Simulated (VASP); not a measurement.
# AlN (P6_3mc) in VASP: further runs

Runs on AlN. Level: PBE. Tasks: single point.

All numbers are computed with VASP 6.6.1; they aren't measurements. Logs are shortened: lines on timing, memory, paths and dates and some standing lists are left out, and cuts for length are marked.

**1. The cell of the first run**

The structure is hexagonal, space group P6_3mc (No. 186). Conventional cell: a = 3.100 Å, b = 3.100 Å, c = 4.963 Å, α = 90.00°, β = 90.00°, γ = 120.00°. Within 2.5 Å of Al (site symmetry 3m) lie 4 N at 1.88 to 1.90 Å. N (site symmetry 3m) has 4 Al at 1.88 to 1.90 Å within 2.5 Å.

**2. Single point, PBE (volume scaled by 0.97, then relaxed in part)**

The input, INCAR:

```
SYSTEM = AlN
  ALGO = Normal
  EDIFF = 1E-6
  ENCUT = 520
  GGA = PE
  ISIF = 2
  ISMEAR = 0
  LASPH = .TRUE.
  LCHARG = .TRUE.
  LELF = .TRUE.
  LREAL = .FALSE.
  LVHAR = .TRUE.
  LWAVE = .FALSE.
  NBANDS = 16
  NELM = 80
  PREC = Accurate
  SIGMA = 0.02
```

The input, KPOINTS:

```
k-points
0
G
  9 9 6
  0 0 0
```

The input, POSCAR:

```
AlN
1.0
    3.1000474510      0.0000000000      0.0000000000
   -1.5500237255      2.6847198455      0.0000000000
    0.0000000000      0.0000000000      4.9627123325
Al N
2 2
Direct
    0.3333333333      0.6666666667     -0.0009244750
    0.6666666667      0.3333333333      0.4990755250
    0.3333333333      0.6666666667      0.3809244750
    0.6666666667      0.3333333333      0.8809244750
```

Potentials or basis: VASP PAW PBE potentials, release 64 (Al, N).

On the command line:

```sh
> cat potpaw_PBE.64/Al/POTCAR potpaw_PBE.64/N/POTCAR > POTCAR
> mpirun -np 1 vasp_std > vasp.out
```

OUTCAR:

```text
SYSTEM = AlN
   EDIFF = 1E-6
   ENCUT = 520
   GGA = PE
   ISIF = 2
   ISMEAR = 0
   LASPH = .TRUE.
   LREAL = .FALSE.
   NELM = 80
   PREC = Accurate

 ion  position               nearest neighbor table
   1  0.333  0.667  0.999-   4 1.88   4 1.88   4 1.88   3 1.90   2 3.06   2 3.06   2 3.06   2 3.06
                             2 3.06   2 3.06
   2  0.667  0.333  0.499-   3 1.88   3 1.88   3 1.88   4 1.90   1 3.06   1 3.06   1 3.06   1 3.06
                             1 3.06   1 3.06
   3  0.333  0.667  0.381-   2 1.88   2 1.88   2 1.88   1 1.90
   4  0.667  0.333  0.881-   1 1.88   1 1.88   1 1.88   2 1.90

  LATTYP: Found a hexagonal cell.
 ALAT       =     3.1000474510
 C/A-ratio  =     1.6008504421

  Lattice vectors:

 A1 = (   3.1000474510,   0.0000000000,   0.0000000000)
 A2 = (  -1.5500237255,   2.6847198455,   0.0000000000)
 A3 = (   0.0000000000,   0.0000000000,   4.9627123325)

Analysis of symmetry for initial positions (statically):
=====================================================================
 Subroutine PRICEL returns:
 Original cell was already a primitive cell.

 Routine SETGRP: Setting up the symmetry group for a
 hexagonal supercell.

 Subroutine GETGRP returns: Found 12 space group operations
 (whereof  6 operations were pure point group operations)
 out of a pool of 24 trial point group operations.

The static configuration has the point symmetry C_3v.
 The point group associated with its full space group is C_6v.

Analysis of symmetry for dynamics (positions and initial velocities):
=====================================================================
 Subroutine PRICEL returns:
 Original cell was already a primitive cell.

 Routine SETGRP: Setting up the symmetry group for a
 hexagonal supercell.

 Subroutine GETGRP returns: Found 12 space group operations
 (whereof  6 operations were pure point group operations)
 out of a pool of 24 trial point group operations.

The dynamic configuration has the point symmetry C_3v.
 The point group associated with its full space group is C_6v.

 Subroutine INISYM returns: Found 12 space group operations
 (whereof  6 operations are pure point group operations),
 and found     1 'primitive' translations

----------------------------------------------------------------------------------------

                                     Primitive cell

  volume of cell :      41.3035

  direct lattice vectors                    reciprocal lattice vectors
     3.100047451  0.000000000  0.000000000     0.322575708  0.186239172  0.000000000
    -1.550023726  2.684719846  0.000000000     0.000000000  0.372478343  0.000000000
     0.000000000  0.000000000  4.962712332     0.000000000  0.000000000  0.201502713

  length of vectors
     3.100047451  3.100047451  4.962712332     0.372478343  0.372478343  0.201502713

  position of ions in fractional coordinates (direct lattice)
     0.333333333  0.666666667  0.999075525
     0.666666667  0.333333333  0.499075525
     0.333333333  0.666666667  0.380924475
     0.666666667  0.333333333  0.880924475

  ion indices of the primitive-cell ions
   primitive index   ion index
                 1           1
                 2           2
                 3           3
                 4           4

----------------------------------------------------------------------------------------

 KPOINTS: k-points

Automatic generation of k-mesh.
 Grid dimensions read from file:
 generate k-points for:    9    9    6

 Generating k-lattice:

  Cartesian coordinates                     Fractional coordinates (reciprocal lattice)
     0.035841745  0.020693241  0.000000000     0.111111111  0.000000000  0.000000000
     0.000000000  0.041386483  0.000000000     0.000000000  0.111111111  0.000000000
     0.000000000  0.000000000  0.033583786     0.000000000  0.000000000  0.166666667

  Length of vectors
     0.041386483  0.041386483  0.033583786

  Shift w.r.t. Gamma in fractional coordinates (k-lattice)
     0.000000000  0.000000000  0.000000000

 Subroutine IBZKPT returns following result:
 ===========================================

 Found     48 irreducible k-points:

 Following reciprocal coordinates:
            Coordinates               Weight
  0.000000  0.000000  0.000000      1.000000
  0.111111 -0.000000  0.000000      6.000000
  0.222222 -0.000000  0.000000      6.000000
  0.333333 -0.000000  0.000000      6.000000
  0.444444 -0.000000  0.000000      6.000000
  0.111111  0.111111  0.000000      6.000000
[... 16 lines left out ...]
  0.333333  0.222222  0.166667     24.000000
  0.333333  0.333333  0.166667      4.000000
 [... further k-points ...]
   k-points           NKPTS =     48   k-points in BZ     NKDIM =     48   number of bands    NBANDS=     16
   number of dos      NEDOS =    301   number of ions     NIONS =      4
   total plane-waves  NPLWV =  23040
   dimension x,y,z NGX =    24 NGY =   24 NGZ =   40
   dimension x,y,z NGXF=    48 NGYF=   48 NGZF=   80
   ions per type =               2   2
   NGX,Y,Z   is equivalent  to a cutoff of  12.87, 12.87, 13.40 a.u.
   NGXF,Y,Z  is equivalent  to a cutoff of  25.74, 25.74, 26.80 a.u.
 SYSTEM =  AlN
   PREC   = accura    normal or accurate (medium, high low for compatibility)
   ISTART =      0    job   : 0-new  1-cont  2-samecut
   ICHARG =      2    charge: 1-file 2-atom 10-const
   ISPIN  =      1    spin polarized calculation?
   LNONCOLLINEAR =      F non collinear calculations
   LSORBIT =      F    spin-orbit coupling
   LASPH  =      T    aspherical Exc in radial PAW
   ENCUT  =  520.0 eV  38.22 Ry    6.18 a.u.   5.76  5.76  9.23*2*pi/ulx,y,z
   NELM   =     80;   NELMIN=  2; NELMDL= -5     # of ELM steps
   EDIFF  = 0.1E-05   stopping-criterion for ELM
   LREAL  =      F    real-space projection
   EDIFFG = 0.1E-04   stopping-criterion for IOM
   NSW    =      0    number of steps for IOM
   IBRION =     -1    ionic relax: 0-MD 1-quasi-New 2-CG
   NFREE  =      0    steps in history (QN), initial steepest desc. (CG)
   ISIF   =      2    stress and relaxation
   ISYM   =      2    0-nonsym 1-usesym 2-fastsym
   POTIM  = 0.5000    time-step for ionic-motion
   TEBEG  =    0.0;   TEEND  =   0.0 temperature during run
   PSTRESS=    0.0 pullay stress
   NELECT =      16.0000    total number of electrons
   NUPDOWN=      -1.0000    fix difference up-down
   EMIN   =  10.00;   EMAX   =-10.00  energy-range for DOS
   EFERMI =   0.00;   METHOD = LEGACY
   ISMEAR =     0;   SIGMA  =   0.02  broadening in eV -4-tet -1-fermi 0-gaus
   EFERMI_NEDOS =   21; number of points for ismear=-14 and -15
   IALGO  =     38    algorithm
   IMIX   =      4    mixing-type and parameters
     AMIX     =   0.40;   BMIX     =  1.00
     AMIX_MAG =   1.60;   BMIX_MAG =  1.00
  volume/ion in A,a.u.               =      10.33        69.68
  Fermi-wavevector in a.u.,A,eV,Ry     =   1.193400  2.255199 19.377465  1.424203
  Thomas-Fermi vector in A             =   2.329415
   LORBIT       =      0    0 simple, 1 ext, 2 COOP (PROOUT), +10 PAW based schemes
   GGA     = PE    functional components
   LHFCALC =     F    Hartree Fock is set to
   AEXX    =    0.0000 exact exchange contribution
   IVDW    =     0    specifies the selected vdW correction
   LEPSILON=     F    determine dielectric tensor
   LRPA    =     F    only Hartree local field effects (RPA)
 non-spin polarized calculation
 Gauss-broadening in eV      SIGMA  =   0.02
  energy-cutoff  :      520.00
  volume of cell :       41.30
 maximum number of plane-waves:      1122
 NGX is ok and might be reduce to    24
   NGX = 11   NGY = 11   NGZ = 19

 number of electron      15.9999996 magnetization

 Free energy of the ion-electron system (eV)
  ---------------------------------------------------
  ext. energy  EPLUGINS =         0.00000000
  ---------------------------------------------------
  free energy    TOTEN  =       -29.75767427 eV

  energy without entropy =      -29.75767427  energy(sigma->0) =      -29.75767427

 E-fermi :   6.4369     XC(G=0): -10.9592

 val. band max:        6.2656562272   @ k =   0.0000   0.0000   0.0000
 cond. band min:      10.5690924484   @ k =   0.0000   0.0000   0.0000
 fundamental gap:      4.3034362212
 Fermi energy:         6.4369208869

 k-point     1 :       0.0000    0.0000    0.0000
  band No.  band energies     occupation
      1      -8.9940      2.00000
      2      -6.8117      2.00000
      3       0.2195      2.00000
      4       5.3895      2.00000
      5       5.3895      2.00000
      6       6.0431      2.00000
[... 8 lines left out ...]
     15      19.5060      0.00000
     16      19.5060      0.00000

 k-point     2 :       0.1111   -0.0000    0.0000
  band No.  band energies     occupation
      1      -8.8354      2.00000
      2      -6.7226      2.00000
      3       0.4078      2.00000
      4       4.6827      2.00000
      5       5.1905      2.00000
      6       5.3673      2.00000
[... 8 lines left out ...]
     15      19.3508      0.00000
     16      19.5129      0.00000

 k-point     3 :       0.2222   -0.0000    0.0000
  band No.  band energies     occupation
      1      -8.3848      2.00000
      2      -6.4992      2.00000
      3       0.9546      2.00000
      4       3.1736      2.00000
      5       4.1080      2.00000
      6       4.7817      2.00000
[... 8 lines left out ...]
     15      18.5438      0.00000
     16      19.2774      0.00000

 k-point     4 :       0.3333   -0.0000    0.0000
  band No.  band energies     occupation
      1      -7.7347      2.00000
      2      -6.2837      2.00000
      3       1.7277      2.00000
      4       1.7974      2.00000
      5       2.9206      2.00000
      6       4.4014      2.00000
[... 8 lines left out ...]
     15      18.4701      0.00000
     16      20.7695      0.00000

 k-point     5 :       0.4444   -0.0000    0.0000
  band No.  band energies     occupation
      1      -7.1177      2.00000
      2      -6.2638      2.00000
      3       0.8827      2.00000
      4       2.1708      2.00000
      5       2.6958      2.00000
      6       4.1828      2.00000
[... 8 lines left out ...]
     15      19.0446      0.00000
     16      21.5926      0.00000

 k-point     6 :       0.1111    0.1111    0.0000
  band No.  band energies     occupation
      1      -8.5303      2.00000
      2      -6.5656      2.00000
      3       0.7757      2.00000
      4       3.8486      2.00000
      5       4.0703      2.00000
      6       5.1263      2.00000
[... 8 lines left out ...]
     15      18.8252      0.00000
     16      19.4943      0.00000
[... 267 lines left out ...]
 k-point    21 :       0.4444    0.1111    0.1667
  band No.  band energies     occupation
      1      -6.8734      2.00000
      2      -6.3184      2.00000
      3       0.7561      2.00000
      4       1.7943      2.00000
      5       3.2067      2.00000
      6       3.9371      2.00000
[... 8 lines left out ...]
     15      19.0598      0.00000
     16      21.4019      0.00000

 k-point    22 :       0.2222    0.2222    0.1667
  band No.  band energies     occupation
      1      -7.3211      2.00000
      2      -6.2979      2.00000
      3       1.6352      2.00000
      4       1.8746      2.00000
      5       3.1551      2.00000
      6       3.5851      2.00000
[... 8 lines left out ...]
     15      18.6044      0.00000
     16      21.3483      0.00000

 k-point    23 :       0.3333    0.2222    0.1667
  band No.  band energies     occupation
      1      -6.7925      2.00000
      2      -6.2889      2.00000
      3       1.2229      2.00000
      4       1.9163      2.00000
      5       2.7331      2.00000
      6       3.7568      2.00000
[... 8 lines left out ...]
     15      19.1233      0.00000
     16      21.2115      0.00000

 k-point    24 :       0.3333    0.3333    0.1667
  band No.  band energies     occupation
      1      -6.4448      2.00000
      2      -6.4448      2.00000
      3       1.5097      2.00000
      4       2.0654      2.00000
      5       2.0654      2.00000
      6       3.5413      2.00000
[... 8 lines left out ...]
     15      19.3989      0.00000
     16      21.4985      0.00000

 [... further k-points ...]

------------------------ aborting loop because EDIFF is reached ----------------------------------------

  FORCE on cell =-STRESS in cart. coord.  units (eV):
  Direction    XX          YY          ZZ          XY          YZ          ZX
  --------------------------------------------------------------------------------------
  -------------------------------------------------------------------------------------
  Total        1.5447213      1.5447213      1.5439666      0.0000000      0.0000000      0.0000000
  in kB       59.9203457     59.9203457     59.8910698      0.0000000      0.0000000      0.0000000
  external PRESSURE =      59.9105870 kB  Pullay stress =       0.0000000 kB

 VOLUME and BASIS-vectors are now :
 -----------------------------------------------------------------------------
  energy-cutoff  :      520.00
  volume of cell :       41.30
      direct lattice vectors                 reciprocal lattice vectors
     3.100047451  0.000000000  0.000000000     0.322575708  0.186239172  0.000000000
    -1.550023726  2.684719846  0.000000000     0.000000000  0.372478343  0.000000000
     0.000000000  0.000000000  4.962712332     0.000000000  0.000000000  0.201502713

 POSITION                                       TOTAL-FORCE (eV/Angst)
 -----------------------------------------------------------------------------------
     -0.00000      1.78981      4.95812        -0.000000      0.000000     -0.008600
      1.55002      0.89491      2.47677         0.000000     -0.000000     -0.008600
     -0.00000      1.78981      1.89042         0.000000     -0.000000      0.008600
      1.55002      0.89491      4.37177        -0.000000      0.000000      0.008600
 -----------------------------------------------------------------------------------
    total drift:                               -0.000000      0.000000     -0.000661

  FREE ENERGIE OF THE ION-ELECTRON SYSTEM (eV)
  ---------------------------------------------------
  free  energy   TOTEN  =       -29.7576742713 eV

  energy  without entropy=      -29.7576742713  energy(sigma->0) =      -29.75767427
```

Wall time 30 s (1 thread of AMD EPYC 7R43 (Zen 3), shared host); peak memory 0.13 GiB.

Results:

- Free energy: -29.7577 eV
- Pressure: 6.0 GPa
- Largest force: 0.009 eV/Å
- Band gap on the k mesh: 4.30 eV, direct

Forces in eV/Å, atoms in the order of the input:
```
Al   0.000  0.000 -0.009
Al   0.000  0.000 -0.009
N    0.000  0.000  0.009
N    0.000  0.000  0.009
```

Levels at points of the mesh, in eV from the valence-band top:
```csv
k point,band 4,band 5,band 6,band 7,band 8,band 9,band 10,band 11,band 12,band 13
"(0.00, 0.00, 0.00)",-0.88,-0.88,-0.22,-0.22,0.00,4.30,6.75,10.70,11.23,11.23
"(0.00, 0.00, 0.50)",-3.35,-0.56,-0.56,-0.56,-0.56,6.56,6.56,10.41,10.41,11.54
```

 A k mesh can miss the band edges.

(Continued in part 2 of 2.)
